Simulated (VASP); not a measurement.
Here is a VASP 6.6.1 calculation.

Contents of POSCAR:

```
BP
1.0
    0.0000000000      2.2682552984      2.2682552984
    2.2682552984      0.0000000000      2.2682552984
    2.2682552984      2.2682552984      0.0000000000
B P
1 1
Direct
    0.0000000000      0.0000000000      0.0000000000
    0.7500000000      0.7500000000      0.7500000000
```

Contents of INCAR.step1:

```
SYSTEM = BP
ALGO = Normal
EDIFF = 1E-4
ENCUT = 520
GGA = PE
ISMEAR = -1
LASPH = .True.
LCHARG = .False.
LREAL = .False.
LWAVE = .True.
NBANDS = 11
NELM = 80
PREC = Accurate
SIGMA = 0.1
```

The input INCAR.step2:

```
SYSTEM = BP
ALGO = Normal
EDIFF = 1E-6
ENCUT = 520
ISIF = 2
ISMEAR = -1
ISTART = 1
LASPH = .True.
LCHARG = .False.
LMIXTAU = .True.
LREAL = .False.
LWAVE = .False.
METAGGA = R2SCAN
NBANDS = 11
NELM = 80
PREC = Accurate
SIGMA = 0.1
```

Contents of KPOINTS:

```
k-points
0
Gamma
  18 18 18
  0 0 0
```

Potentials or basis: VASP PAW PBE potentials, release 64 (B, P).

Command:

```bash
$ cat potpaw_PBE.64/B/POTCAR potpaw_PBE.64/P/POTCAR > POTCAR
$ cp INCAR.step1 INCAR
$ mpirun -np 1 vasp_std > vasp.out
$ cp INCAR.step2 INCAR
$ mpirun -np 1 vasp_std > vasp.out
```

What does it give for the pressure?

-0.5 GPa.

What does it give for the band gap on the k mesh?

1.46 eV (least direct gap 3.64 eV).

Caveat: the PAW data sets were made with another functional, which shifts forces and pressure a little. A k mesh can miss the band edges.
